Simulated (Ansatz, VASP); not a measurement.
# One calculation of Mo, two programs

```xyz
1
Lattice="0.0000 2.0290 2.0290 2.0290 0.0000 2.0290 2.0290 2.0290 0.0000" Properties=species:S:1:pos:R:3 pbc="T T T"
Mo    0.0000    0.0000    0.0000
```

Alike in both runs: task relaxation of cell and atoms; functional PBE; k mesh 8 × 8 × 8; occupations gaussian, width 0.1 eV; no spin polarisation.

|  | VASP | Ansatz |
| --- | --- | --- |
| version | VASP 6.6.1 | Ansatz 0.2.0 |
| potentials or method | VASP PAW PBE potentials, release 64 (Mo_sv), cutoff 500 eV | scalar-relativistic, plane waves, PAW |
| valence electrons in the cell | 14 | 14 |

```tsv
	VASP	Ansatz	Ansatz less VASP
gap on the k mesh at the Fermi level, each at its own relaxed structure (eV)	none	none	-
relaxed volume (Å³/atom)	16.07	16.03	-0.043
relaxed cell length with the largest relative difference (Å)	2.833	2.830	-0.0025
```

A gap of «none» marks a metal or a gap that the smearing closes.
